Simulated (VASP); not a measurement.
# SrO in VASP: further runs, part 2 of 2

VASP 6.6.1. The steps go on from the part before.

## 5. Relaxation of cell and atoms, PBE, target pressure 30 GPa, at which the enthalpy is minimised

INCAR reads:

```
PREC     = Accurate       # precision mode
ENCUT    = 600            # plane-wave cutoff, eV
EDIFF    = 1E-6           # SCF threshold, eV
ISMEAR   = -1             # smearing method
SIGMA    = 0.05           # smearing width, eV
LREAL    = False          # projectors in reciprocal space
LASPH    = True           # aspherical terms in the spheres
NELM     = 80             # most SCF steps
ALGO     = Normal         # electronic algorithm
ISIF     = 3              # what is computed and relaxed
LWAVE    = False          # write WAVECAR
LCHARG   = False          # write CHGCAR
GGA      = PE             # functional
IBRION   = 2              # ionic algorithm
NSW      = 80             # ionic steps
EDIFFG   = -0.02          # ionic threshold
PSTRESS  = 300.0
```

KPOINTS reads:

```
Automatic mesh
0
Gamma
  9 9 9
```

POSCAR reads:

```
SrO
1.0
    0.0000000000      2.5663000000      2.5663000000
    2.5663000000      0.0000000000      2.5663000000
    2.5663000000      2.5663000000      0.0000000000
Sr O
1 1
Direct
    0.5000000000      0.5000000000      0.5000000000
    0.0000000000      0.0000000000      0.0000000000
```

Potentials or basis: VASP PAW PBE potentials, release 64 (Sr_sv, O).

On the command line:

```console
> cat potpaw_PBE.64/Sr_sv/POTCAR potpaw_PBE.64/O/POTCAR > POTCAR
> mpirun -np 1 vasp_std > vasp.out
```

OUTCAR:

```text
PREC = Accurate
   ENCUT = 600
   EDIFF = 1E-6
   ISMEAR = -1
   LREAL = False
   LASPH = True
   NELM = 80
   ISIF = 3
   GGA = PE
   IBRION = 2
   NSW = 80
   EDIFFG = -0.02
   PSTRESS = 300.0

 ion  position               nearest neighbor table
   1  0.500  0.500  0.500-   2 2.57   2 2.57   2 2.57   2 2.57   2 2.57   2 2.57
   2  0.000  0.000  0.000-   1 2.57   1 2.57   1 2.57   1 2.57   1 2.57   1 2.57

  LATTYP: Found a face centered cubic cell.
 ALAT       =     5.1326000000

  Lattice vectors:

 A1 = (   0.0000000000,   2.5663000000,   2.5663000000)
 A2 = (   2.5663000000,   0.0000000000,   2.5663000000)
 A3 = (   2.5663000000,   2.5663000000,   0.0000000000)

Analysis of symmetry for initial positions (statically):
[... 336 lines left out ...]
 E-fermi :   3.7821     XC(G=0): -10.9184

 val. band max:        2.6971290769   @ k =   0.4444   0.4444   0.0000
 cond. band min:       5.7641136922   @ k =   0.4444   0.4444   0.0000
 fundamental gap:      3.0669846153
 Fermi energy:         3.7820769336

 k-point     1 :       0.0000    0.0000    0.0000
  band No.  band energies     occupation
      1     -29.2333      2.00000
      2     -12.6808      2.00000
      3     -10.5972      2.00000
      4     -10.5972      2.00000
      5     -10.5972      2.00000
      6       2.6275      2.00000
      7       2.6275      2.00000
      8       2.6275      2.00000
      9       8.0668      0.00000
     10       9.1866      0.00000
     11       9.1866      0.00000
     12       9.1866      0.00000
[... 331 lines left out ...]
 k-point    24 :       0.4444    0.4444    0.0000
  band No.  band energies     occupation
      1     -28.8554      2.00000
      2     -13.0790      2.00000
      3     -11.9057      2.00000
      4     -11.2195      2.00000
      5     -11.2195      2.00000
      6       2.4612      2.00000
      7       2.6971      2.00000
      8       2.6971      2.00000
      9       5.7641      0.00000
     10      11.8367      0.00000
     11      13.9373      0.00000
     12      15.0422      0.00000

 [... further k-points ...]
[... 5 lines left out ...]
  --------------------------------------------------------------------------------------
  -------------------------------------------------------------------------------------
  Total        5.3300059      5.3300059      5.3300059      0.0000000     -0.0000000     -0.0000000
  in kB      301.3258154    301.3258154    301.3258154      0.0000000     -0.0000000     -0.0000000
  external PRESSURE =       1.3258154 kB  Pullay stress =     300.0000000 kB
[... 21 lines left out ...]
  energy  without entropy=      -11.5259795659  energy(sigma->0) =      -11.52597957

  enthalpy is  TOTEN    =        -6.2194253393 eV   P V=        5.3065542266

 reached required accuracy - stopping structural energy minimisation
```

OSZICAR:

```text
N       E                     dE             d eps       ncg     rms          rms(c)
DAV:   1     0.709825000318E+02    0.70983E+02   -0.88118E+03   840   0.140E+03
DAV:   2    -0.105189792353E+02   -0.81501E+02   -0.75557E+02  1144   0.254E+02
DAV:   3    -0.141482870714E+02   -0.36293E+01   -0.36113E+01  1224   0.500E+01
[... 49 lines left out ...]
DAV:   3    -0.115259680376E+02    0.20719E-03   -0.56932E-04  1352   0.239E-01    0.128E-01
DAV:   4    -0.115259524311E+02    0.15606E-04   -0.17283E-04  1344   0.981E-02    0.858E-02
DAV:   5    -0.115259743335E+02   -0.21902E-04   -0.18166E-05  1284   0.322E-02    0.205E-02
DAV:   6    -0.115259796012E+02   -0.52678E-05   -0.10827E-05  1360   0.233E-02    0.299E-03
DAV:   7    -0.115259795660E+02    0.35282E-07   -0.21464E-07   464   0.523E-03
   5 F= -.62194253E+01 E0= -.62194253E+01  d E =-.510122E+00
```

CONTCAR:

```text
SrO
   1.00000000000000
     0.0000000000000000    2.4198622589216736    2.4198622589216736
     2.4198622589216736    0.0000000000000000    2.4198622589216736
     2.4198622589216736    2.4198622589216736    0.0000000000000000
  Sr              O
     1     1
Direct
     0.5000000000000000    0.5000000000000000    0.5000000000000000
     0.0000000000000000    0.0000000000000000    0.0000000000000000

  0.00000000E+00  0.00000000E+00  0.00000000E+00
  0.00000000E+00  0.00000000E+00  0.00000000E+00
```

Run time: 51 s. Hardware: 1 thread of Intel Xeon Platinum 8488C (Sapphire Rapids), shared host; peak memory 0.19 GiB.

What came out:

```
Free energy                                            : -11.5260 eV
Relaxed volume                                         : 14.17 Å³/atom
Relaxed cell                                           : a = 3.422 Å, b = 3.422 Å, c = 3.422 Å, α = 60.00°, β = 60.00°, γ = 60.00°
Space group after relaxing (to 0.05 Å)                 : Fm-3m (No. 225)
Energy change on relaxing (the enthalpy is what falls) : +256.4 meV/atom
Ionic steps                                            : 5
Pressure after relaxing                                : 30.1 GPa
Band gap on the k mesh                                 : 3.07 eV, direct
```

Step by step:
```csv
step,energy change (eV),largest force (eV/Å),pressure (GPa),volume (Å³)
1,0.0000,0.0000,3.83,33.80
2,3.0734,0.0000,115.68,22.02
3,0.4485,0.0000,27.60,28.70
4,0.4940,0.0000,29.40,28.44
5,0.5127,0.0000,30.13,28.34
```

Final structure:
```cif
data_structure
_symmetry_space_group_name_H-M 'P 1'
_symmetry_Int_Tables_number 1
_cell_length_a 3.4222
_cell_length_b 3.4222
_cell_length_c 3.4222
_cell_angle_alpha 60.000
_cell_angle_beta 60.000
_cell_angle_gamma 60.000
_cell_volume 28.34
loop_
_atom_site_label
_atom_site_type_symbol
_atom_site_fract_x
_atom_site_fract_y
_atom_site_fract_z
_atom_site_occupancy
Sr1 Sr 0.50000 0.50000 0.50000 1
O1 O 0.00000 0.00000 0.00000 1
```

Levels at points of the mesh, in eV from the valence-band top:
```
           k point  band 5  band 6  band 7  band 8  band 9  band 10  band 11  band 12
(0.00, 0.00, 0.00)  -13.29   -0.07   -0.07   -0.07    5.37     6.49     6.49     6.49
```

Caveat: the cell is relaxed towards a set pressure, so the enthalpy falls and the energy may rise; the volume moved by over 15 % at a fixed basis, so the end points are rough.

## 6. Single point, PBE (atoms moved at random)

INCAR reads:

```
PREC     = Accurate       # precision mode
ENCUT    = 520            # plane-wave cutoff, eV
EDIFF    = 1E-7           # SCF threshold, eV
ISMEAR   = -1             # smearing method
SIGMA    = 0.02           # smearing width, eV
LREAL    = False          # projectors in reciprocal space
LASPH    = True           # aspherical terms in the spheres
NELM     = 100            # most SCF steps
ALGO     = Normal         # electronic algorithm
ISIF     = 2              # what is computed and relaxed
LWAVE    = False          # write WAVECAR
LCHARG   = False          # write CHGCAR
GGA      = PE             # functional
NBANDS   = 15             # bands
```

KPOINTS reads:

```
regular mesh
0
Gamma
  6 6 6
```

POSCAR reads:

```
SrO
1.0
    0.0000000000      2.5663000000      2.5663000000
    2.5663000000      0.0000000000      2.5663000000
    2.5663000000      2.5663000000      0.0000000000
Sr O
1 1
Direct
    0.5192770000      0.5012170000      0.5035900000
   -0.0153760000      0.0280210000     -0.0066030000
```

Potentials or basis: VASP PAW PBE potentials, release 64 (Sr_sv, O).

On the command line:

```console
> cat potpaw_PBE.64/Sr_sv/POTCAR potpaw_PBE.64/O/POTCAR > POTCAR
> mpirun -np 1 vasp_std > vasp.out
```

It took 29 s on 1 thread of AMD EPYC 9R45 (Zen 5), shared host; peak memory 0.17 GiB.

It converged, with:

- Free energy: -12.0179 eV
- Pressure: 4.3 GPa
- Largest force: 0.318 eV/Å
- Band gap on the k mesh: 3.32 eV, indirect (least direct gap 3.38 eV)

Forces on the atoms (eV/Å):
```
Sr   0.099 -0.299 -0.046
O   -0.099  0.299  0.046
```

Stress tensor (GPa, compression positive):
```
 3.94  0.09  0.01
 0.09  5.32 -0.04
 0.01 -0.04  3.78
```

Levels at points of the mesh, in eV from the valence-band top:
```csv
k point,band 6,band 7,band 8,band 9,band 10,band 11
"(0.00, 0.00, 0.00)",-0.01,-0.01,0.00,4.05,6.27,6.32
"(0.50, 0.00, 0.00)",-2.14,-1.12,-1.12,6.60,8.49,8.94
"(0.00, 0.50, 0.00)",-2.14,-1.12,-1.10,6.59,8.42,8.91
"(0.00, 0.00, 0.50)",-2.14,-1.11,-1.09,6.59,8.33,8.90
"(0.50, 0.50, 0.50)",-2.14,-1.11,-1.09,6.59,8.36,8.90
"(0.50, 0.50, 0.00)",-0.40,-0.14,-0.06,3.42,7.84,10.28
"(0.00, 0.50, 0.50)",-0.39,-0.14,-0.05,3.41,7.84,10.28
"(0.50, 0.00, 0.50)",-0.37,-0.07,-0.06,3.32,7.82,10.26
```

Caveat: the cell differs from its parent crystal (atoms moved at random). A k mesh can miss the band edges.

## 7. Overview

| task | cell | k mesh | cutoff (eV) | smearing | gap on the mesh (eV) | pressure (GPa) |
| --- | --- | --- | --- | --- | --- | --- |
| relaxation of cell and atoms | relaxed to 5 GPa | 9 × 9 × 9 | 600 | fermi-dirac 0.05 eV | 3.31 | 5.0 |
| relaxation of cell and atoms | relaxed to 10 GPa | 9 × 9 × 9 | 600 | fermi-dirac 0.05 eV | 3.28 | 10.0 |
| relaxation of cell and atoms | relaxed to 20 GPa | 9 × 9 × 9 | 600 | fermi-dirac 0.05 eV | 3.21 | 19.9 |
| relaxation of cell and atoms | relaxed to 30 GPa | 9 × 9 × 9 | 600 | fermi-dirac 0.05 eV | 3.07 | 30.1 |
| single point | as given | 6 × 6 × 6 | 520 | fermi-dirac 0.02 eV | 3.32 | 4.3 |

Alike in all rows: level PBE; potentials or basis VASP PAW PBE potentials, release 64 (Sr_sv, O); no spin polarisation.

Caveats: the cell is relaxed towards a set pressure, so the enthalpy falls and the energy may rise (some runs); the volume moved by over 15 % at a fixed basis, so the end points are rough (some runs).

Total energies depend on the potentials used, so only differences within one code and one set of settings carry meaning.
